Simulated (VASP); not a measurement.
# PbS (I4mm) in VASP: relaxation of cell and atoms with PBE

Aim: the relaxation of cell and atoms of PbS with PBE.

All numbers are computed with VASP 6.6.1; they aren't measurements. Logs are shortened: lines on timing, memory, paths and dates and some standing lists are left out, and cuts for length are marked.

### Step 1. The cell of the first run

It takes space group I4mm (No. 107, tetragonal). The conventional cell has a = 4.238 Å, b = 4.238 Å, c = 6.139 Å, α = 90.00°, β = 90.00°, γ = 90.00°. Within 3.7 Å of Pb (site symmetry 4mm) lie 6 S at 2.81 to 3.33 Å. Within 3.7 Å of S (site symmetry 4mm) lie 6 Pb at 2.81 to 3.33 Å.

### Step 2. Relaxation of cell and atoms, PBE

INCAR

```
SYSTEM = PbS
PREC = Accurate ; ENCUT = 600
EDIFF = 1E-6 ; ISMEAR = 0
SIGMA = 0.02 ; LREAL = .FALSE.
LASPH = .TRUE. ; NELM = 60
ALGO = Normal ; ISIF = 3
LWAVE = .FALSE. ; LCHARG = .FALSE.
GGA = PE ; IBRION = 2
NSW = 100 ; EDIFFG = -0.01
```

KPOINTS

```
Automatic mesh
0
G
  10 10 10
  0 0 0
```

POSCAR

```
PbS
1.0
   -2.1192280763      2.1192280763      3.0693575983
    2.1192280763     -2.1192280763      3.0693575983
    2.1192280763      2.1192280763     -3.0693575983
Pb S
1 1
Direct
    0.5217307859      0.5217307859      0.0000000000
    0.9796345174      0.9796345174      0.0000000000
```

Potentials or basis: VASP PAW PBE potentials, release 64 (Pb_d, S).

On the command line:

```sh
cat potpaw_PBE.64/Pb_d/POTCAR potpaw_PBE.64/S/POTCAR > POTCAR
mpirun -np 1 vasp_std > vasp.out
```

OUTCAR:

```text
SYSTEM = PbS
   PREC = Accurate
   ENCUT = 600
   EDIFF = 1E-6
   ISMEAR = 0
   LREAL = .FALSE.
   LASPH = .TRUE.
   NELM = 60
   ISIF = 3
   GGA = PE
   IBRION = 2
   NSW = 100
   EDIFFG = -0.01

 ion  position               nearest neighbor table
   1  0.522  0.522  0.000-   2 2.81   2 3.01   2 3.01   2 3.01   2 3.01   2 3.33
   2  0.980  0.980  0.000-   1 2.81   1 3.01   1 3.01   1 3.01   1 3.01   1 3.33

  LATTYP: Found a body centered tetragonal cell.
 ALAT       =     4.2384561526
 C/A-ratio  =     1.4483375492

  Lattice vectors:

 A1 = (  -2.1192280763,   2.1192280763,   3.0693575983)
 A2 = (   2.1192280763,  -2.1192280763,   3.0693575983)
 A3 = (   2.1192280763,   2.1192280763,  -3.0693575983)

Analysis of symmetry for initial positions (statically):
=====================================================================
 Subroutine PRICEL returns:
 Original cell was already a primitive cell.

 Routine SETGRP: Setting up the symmetry group for a
 body centered tetragonal supercell.

 Subroutine GETGRP returns: Found  8 space group operations
 (whereof  8 operations were pure point group operations)
 out of a pool of 16 trial point group operations.

The static configuration has the point symmetry C_4v.

Analysis of symmetry for dynamics (positions and initial velocities):
=====================================================================
 Subroutine PRICEL returns:
 Original cell was already a primitive cell.

 Routine SETGRP: Setting up the symmetry group for a
 body centered tetragonal supercell.

 Subroutine GETGRP returns: Found  8 space group operations
 (whereof  8 operations were pure point group operations)
 out of a pool of 16 trial point group operations.

The dynamic configuration has the point symmetry C_4v.

 Subroutine INISYM returns: Found  8 space group operations
 (whereof  8 operations are pure point group operations),
 and found     1 'primitive' translations

----------------------------------------------------------------------------------------

                                     Primitive cell

  volume of cell :      55.1395

  direct lattice vectors                    reciprocal lattice vectors
    -2.119228076  2.119228076  3.069357598     0.000000000  0.235934964  0.162900537
     2.119228076 -2.119228076  3.069357598     0.235934964  0.000000000  0.162900537
     2.119228076  2.119228076 -3.069357598     0.235934964  0.235934964  0.000000000

  length of vectors
     4.289896426  4.289896426  4.289896426     0.286708723  0.286708723  0.333662426

  position of ions in fractional coordinates (direct lattice)
     0.521730786  0.521730786  0.000000000
     0.979634517  0.979634517  0.000000000

  ion indices of the primitive-cell ions
   primitive index   ion index
                 1           1
                 2           2

----------------------------------------------------------------------------------------

 KPOINTS: Automatic mesh

Automatic generation of k-mesh.
 Grid dimensions read from file:
 generate k-points for:   10   10   10

 Generating k-lattice:

  Cartesian coordinates                     Fractional coordinates (reciprocal lattice)
     0.000000000  0.023593496  0.016290054     0.100000000  0.000000000  0.000000000
     0.023593496  0.000000000  0.016290054     0.000000000  0.100000000  0.000000000
     0.023593496  0.023593496  0.000000000     0.000000000  0.000000000  0.100000000

  Length of vectors
     0.028670872  0.028670872  0.033366243

  Shift w.r.t. Gamma in fractional coordinates (k-lattice)
     0.000000000  0.000000000  0.000000000

 Subroutine IBZKPT returns following result:
 ===========================================

 Found    102 irreducible k-points:

 Following reciprocal coordinates:
            Coordinates               Weight
  0.000000  0.000000  0.000000      1.000000
  0.100000 -0.000000  0.000000      8.000000
  0.200000 -0.000000  0.000000      8.000000
  0.300000 -0.000000  0.000000      8.000000
  0.400000 -0.000000  0.000000      8.000000
  0.500000 -0.000000  0.000000      4.000000
[... 16 lines left out ...]
  0.300000  0.300000  0.000000      8.000000
  0.400000  0.300000  0.000000     16.000000
 [... further k-points ...]
   k-points           NKPTS =    102   k-points in BZ     NKDIM =    102   number of bands    NBANDS=     14
   number of dos      NEDOS =    301   number of ions     NIONS =      2
   total plane-waves  NPLWV =  46656
   dimension x,y,z NGX =    36 NGY =   36 NGZ =   36
   dimension x,y,z NGXF=    72 NGYF=   72 NGZF=   72
   ions per type =               1   1
   NGX,Y,Z   is equivalent  to a cutoff of  13.95, 13.95, 13.95 a.u.
   NGXF,Y,Z  is equivalent  to a cutoff of  27.90, 27.90, 27.90 a.u.
 SYSTEM =  PbS
   PREC   = accura    normal or accurate (medium, high low for compatibility)
   ISTART =      0    job   : 0-new  1-cont  2-samecut
   ICHARG =      2    charge: 1-file 2-atom 10-const
   ISPIN  =      1    spin polarized calculation?
   LNONCOLLINEAR =      F non collinear calculations
   LSORBIT =      F    spin-orbit coupling
   LASPH  =      T    aspherical Exc in radial PAW
   ENCUT  =  600.0 eV  44.10 Ry    6.64 a.u.   8.57  8.57  8.57*2*pi/ulx,y,z
   NELM   =     60;   NELMIN=  2; NELMDL= -5     # of ELM steps
   EDIFF  = 0.1E-05   stopping-criterion for ELM
   LREAL  =      F    real-space projection
   EDIFFG = -.1E-01   stopping-criterion for IOM
   NSW    =    100    number of steps for IOM
   IBRION =      2    ionic relax: 0-MD 1-quasi-New 2-CG
   NFREE  =      1    steps in history (QN), initial steepest desc. (CG)
   ISIF   =      3    stress and relaxation
   ISYM   =      2    0-nonsym 1-usesym 2-fastsym
   POTIM  = 0.5000    time-step for ionic-motion
   TEBEG  =    0.0;   TEEND  =   0.0 temperature during run
   PSTRESS=    0.0 pullay stress
   NELECT =      20.0000    total number of electrons
   NUPDOWN=      -1.0000    fix difference up-down
   EMIN   =  10.00;   EMAX   =-10.00  energy-range for DOS
   EFERMI =   0.00;   METHOD = LEGACY
   ISMEAR =     0;   SIGMA  =   0.02  broadening in eV -4-tet -1-fermi 0-gaus
   EFERMI_NEDOS =   21; number of points for ismear=-14 and -15
   IALGO  =     38    algorithm
   IMIX   =      4    mixing-type and parameters
     AMIX     =   0.40;   BMIX     =  1.00
     AMIX_MAG =   1.60;   BMIX_MAG =  1.00
  volume/ion in A,a.u.               =      27.57       186.05
  Fermi-wavevector in a.u.,A,eV,Ry     =   1.167519  2.206291 18.546102  1.363100
  Thomas-Fermi vector in A             =   2.304018
   LORBIT       =      0    0 simple, 1 ext, 2 COOP (PROOUT), +10 PAW based schemes
   GGA     = PE    functional components
   LHFCALC =     F    Hartree Fock is set to
   AEXX    =    0.0000 exact exchange contribution
   IVDW    =     0    specifies the selected vdW correction
   LEPSILON=     F    determine dielectric tensor
   LRPA    =     F    only Hartree local field effects (RPA)
 conjugate gradient relaxation of ions
 non-spin polarized calculation
 Gauss-broadening in eV      SIGMA  =   0.02
  energy-cutoff  :      600.00
  volume of cell :       55.14
 maximum number of plane-waves:      1864
 NGX is ok and might be reduce to    36
   NGX = 17   NGY = 17   NGZ = 17

--------------------------------------- Ionic step        1  -------------------------------------------

 number of electron      20.0000002 magnetization

 Free energy of the ion-electron system (eV)
  ---------------------------------------------------
  ext. energy  EPLUGINS =         0.00000000
  ---------------------------------------------------
  free energy    TOTEN  =        -8.75961146 eV

  energy without entropy =       -8.75961146  energy(sigma->0) =       -8.75961146

------------------------ aborting loop because EDIFF is reached ----------------------------------------

  FORCE on cell =-STRESS in cart. coord.  units (eV):
  Direction    XX          YY          ZZ          XY          YZ          ZX
  --------------------------------------------------------------------------------------
  -------------------------------------------------------------------------------------
  Total        0.0251632      0.0251632     -0.0619921      0.0000000      0.0000000      0.0000000
  in kB        0.7311623      0.7311623     -1.8012911      0.0000000      0.0000000      0.0000000
  external PRESSURE =      -0.1129889 kB  Pullay stress =       0.0000000 kB
[... 89 lines left out ...]
  FREE ENERGIE OF THE ION-ELECTRON SYSTEM (eV)
  ---------------------------------------------------
  free  energy   TOTEN  =        -8.7629304314 eV

  energy  without entropy=       -8.7629304314  energy(sigma->0) =       -8.76293043

[... ionic steps 4 to 35 ...]

--------------------------------------- Ionic step       36  -------------------------------------------

 number of electron      19.9999998 magnetization

------------------------ aborting loop because EDIFF is reached ----------------------------------------
[... 67 lines left out ...]
--------------------------------------- Ionic step       38  -------------------------------------------

 number of electron      19.9999998 magnetization

 Free energy of the ion-electron system (eV)
  ---------------------------------------------------
  ext. energy  EPLUGINS =         0.00000000
  ---------------------------------------------------
  free energy    TOTEN  =        -8.76976349 eV

  energy without entropy =       -8.76976349  energy(sigma->0) =       -8.76976349

 E-fermi :   5.3999     XC(G=0):  -9.5012

 val. band max:        5.2839030390   @ k =   0.5000  -0.0000   0.0000
 cond. band min:       5.7827417386   @ k =   0.5000  -0.0000   0.0000
 fundamental gap:      0.4988386996
 Fermi energy:         5.3999014182

 k-point     1 :       0.0000    0.0000    0.0000
  band No.  band energies     occupation
      1     -11.4448      2.00000
      2     -11.4448      2.00000
      3     -11.4445      2.00000
      4     -11.4276      2.00000
      5     -11.4270      2.00000
      6      -7.9327      2.00000
      7      -0.7832      2.00000
      8       3.3373      2.00000
      9       3.3373      2.00000
     10       3.3438      2.00000
     11      10.4077      0.00000
     12      10.4256      0.00000
     13      10.4256      0.00000
     14      12.1517      0.00000
[... 377 lines left out ...]
      1     -11.5057      2.00000
      2     -11.4399      2.00000
      3     -11.4278      2.00000
      4     -11.4124      2.00000
      5     -11.4014      2.00000
      6      -6.4745      2.00000
      7      -2.7159      2.00000
      8       1.1900      2.00000
      9       2.8189      2.00000
     10       3.3260      2.00000
     11       8.1636      0.00000
     12       8.9345      0.00000
     13      10.0223      0.00000
     14      12.1581      0.00000

 [... further k-points ...]

------------------------ aborting loop because EDIFF is reached ----------------------------------------

  FORCE on cell =-STRESS in cart. coord.  units (eV):
  Direction    XX          YY          ZZ          XY          YZ          ZX
  --------------------------------------------------------------------------------------
  -------------------------------------------------------------------------------------
  Total        0.0110064      0.0110064     -0.0169904      0.0000000      0.0000000      0.0000000
  in kB        0.3251726      0.3251726     -0.5019638      0.0000000      0.0000000      0.0000000
  external PRESSURE =       0.0494604 kB  Pullay stress =       0.0000000 kB
[... 17 lines left out ...]
  FREE ENERGIE OF THE ION-ELECTRON SYSTEM (eV)
  ---------------------------------------------------
  free  energy   TOTEN  =        -8.7697634898 eV

  energy  without entropy=       -8.7697634898  energy(sigma->0) =       -8.76976349

 reached required accuracy - stopping structural energy minimisation
```

Wall time 11 min (1 thread of Intel Xeon 6975P-C (Granite Rapids), shared host); peak memory 0.27 GiB.

What came out:

```
Free energy                           : -8.7698 eV
Relaxed volume                        : 27.12 Å³/atom
Relaxed cell                          : a = 4.249 Å, b = 4.249 Å, c = 4.249 Å, α = 120.03°, β = 120.03°, γ = 89.95°
Space group after relaxing (to 0.1 Å) : Fm-3m (No. 225)
Energy gained by relaxing             : 5.1 meV/atom
Ionic steps                           : 38
Pressure after relaxing               : 0.0 GPa
Band gap on the k mesh                : 0.50 eV
```

Stress tensor (GPa, compression positive):
```
 0.03  0.00  0.00
 0.00  0.03  0.00
 0.00  0.00 -0.05
```

The path:
| step | energy change (eV) | largest force (eV/Å) | pressure (GPa) | volume (Å³) |
| --- | --- | --- | --- | --- |
| 1 | 0.0000 | 0.0943 | -0.01 | 55.14 |
| 2 | -0.0009 | 0.0880 | -0.04 | 55.12 |
| 3 | -0.0033 | 0.0731 | -0.17 | 55.08 |
| 4 | -0.0061 | 0.0524 | -0.36 | 54.98 |
| 5 | -0.0023 | 0.0261 | -0.39 | 54.76 |
| 6 | -0.0063 | 0.0496 | -0.39 | 54.94 |
| 7 | -0.0071 | 0.0452 | -0.28 | 54.79 |
| 8 | -0.0085 | 0.0361 | 0.05 | 54.35 |
| 9 | -0.0078 | 0.0207 | 0.81 | 53.48 |
| 10 | -0.0089 | 0.0314 | 0.29 | 54.05 |
| 11 | -0.0093 | 0.0229 | 0.20 | 54.13 |
| 12 | -0.0096 | 0.0131 | 0.05 | 54.26 |
| 13 | -0.0096 | 0.0114 | 0.03 | 54.27 |
| 14 | -0.0097 | 0.0117 | -0.02 | 54.32 |
| 15 | -0.0097 | 0.0105 | -0.16 | 54.46 |
| 16 | -0.0097 | 0.0111 | -0.14 | 54.42 |
| 17 | -0.0098 | 0.0108 | -0.12 | 54.39 |
| 18 | -0.0099 | 0.0112 | -0.05 | 54.31 |
| 19 | -0.0099 | 0.0109 | -0.03 | 54.29 |
| 20 | -0.0099 | 0.0103 | 0.00 | 54.25 |
| 21 | -0.0099 | 0.0081 | 0.10 | 54.14 |
| 22 | -0.0100 | 0.0089 | 0.08 | 54.17 |
| 23 | -0.0100 | 0.0072 | 0.03 | 54.22 |
| 24 | -0.0100 | 0.0062 | 0.00 | 54.25 |
| 25 | -0.0100 | 0.0062 | -0.03 | 54.27 |
| 26 | -0.0100 | 0.0061 | -0.05 | 54.30 |
| 27 | -0.0101 | 0.0058 | -0.04 | 54.26 |
| 28 | -0.0100 | 0.0053 | 0.08 | 54.15 |
| 29 | -0.0101 | 0.0065 | 0.04 | 54.20 |
| 30 | -0.0101 | 0.0057 | 0.04 | 54.20 |
| 31 | -0.0101 | 0.0034 | 0.05 | 54.17 |
| 32 | -0.0101 | 0.0015 | 0.09 | 54.13 |
| 33 | -0.0101 | 0.0005 | 0.07 | 54.20 |
| 34 | -0.0101 | 0.0009 | -0.15 | 54.38 |
| 35 | -0.0102 | 0.0011 | -0.03 | 54.25 |
| 36 | -0.0102 | 0.0013 | -0.03 | 54.24 |
| 37 | -0.0102 | 0.0021 | -0.01 | 54.22 |
| 38 | -0.0102 | 0.0003 | 0.00 | 54.23 |

Final structure:
```
Pb S
1.0
    -2.12374    2.12374    3.00593
     2.12374   -2.12374    3.00593
     2.12374    2.12374   -3.00593
Pb S
1 1
Direct
  0.50115 0.50115 0.00000
  0.00021 0.00021 0.00000
```

Levels at points of the mesh, in eV from the valence-band top:
| k point | band 7 | band 8 | band 9 | band 10 | band 11 | band 12 | band 13 | band 14 |
| --- | --- | --- | --- | --- | --- | --- | --- | --- |
| (0.00, 0.00, 0.00) | -6.07 | -1.95 | -1.95 | -1.94 | 5.12 | 5.14 | 5.14 | 6.87 |
| (0.50, 0.00, 0.00) | -8.59 | -1.58 | -1.58 | 0.00 | 0.50 | 2.08 | 2.08 | 8.65 |
| (0.50, 0.50, 0.00) | -7.11 | -4.83 | -3.16 | -3.15 | 4.07 | 5.49 | 5.57 | 5.58 |
| (0.50, 0.50, 0.50) | -7.11 | -4.83 | -3.15 | -3.15 | 4.07 | 5.48 | 5.58 | 5.58 |

Caveat: spin-orbit coupling is left out, which moves the levels of the heavy elements. A k mesh can miss the band edges.
